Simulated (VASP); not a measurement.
A run of VASP 6.6.1:

Contents of INCAR:

```
ALGO     = Normal         # electronic algorithm
EDIFF    = 1E-7           # SCF threshold, eV
ENCUT    = 520            # plane-wave cutoff, eV
GGA      = PS             # functional
ISIF     = 2              # what is computed and relaxed
ISMEAR   = 0              # smearing method
LASPH    = T              # aspherical terms in the spheres
LCHARG   = F              # write CHGCAR
LREAL    = F              # projectors in reciprocal space
LWAVE    = F              # write WAVECAR
NBANDS   = 33             # bands
NELM     = 60             # most SCF steps
PREC     = Accurate       # precision mode
SIGMA    = 0.1            # smearing width, eV
```

File KPOINTS:

```
k-points
0
Gamma
  3 3 3
```

The input POSCAR:

```
Tl3Cu
1.0
    4.7170000000      0.0000000000      0.0000000000
    0.0000000000      4.7170000000      0.0000000000
    0.0000000000      0.0000000000      4.7170000000
Tl Cu
3 1
Direct
    0.0000000000      0.5000000000      0.5000000000
    0.5000000000      0.0000000000      0.5000000000
    0.5000000000      0.5000000000      0.0000000000
    0.0000000000      0.0000000000      0.0000000000
```

Potentials or basis: VASP PAW PBE potentials, release 64 (Tl_d, Cu).

Command:

```bash
$ cat potpaw_PBE.64/Tl_d/POTCAR potpaw_PBE.64/Cu/POTCAR > POTCAR
$ mpirun -np 1 vasp_std > vasp.out
```

Hardware: 1 thread of Intel(R) Xeon(R) 6975P-C (Granite Rapids), on a shared host.

Question: Estimate the wall time of this run.

Answer: It took 10 s on 1 thread of Intel(R) Xeon(R) 6975P-C (Granite Rapids) (shared host), peak memory 0.2 GiB. Counts: scf iterations 16, k points 4.
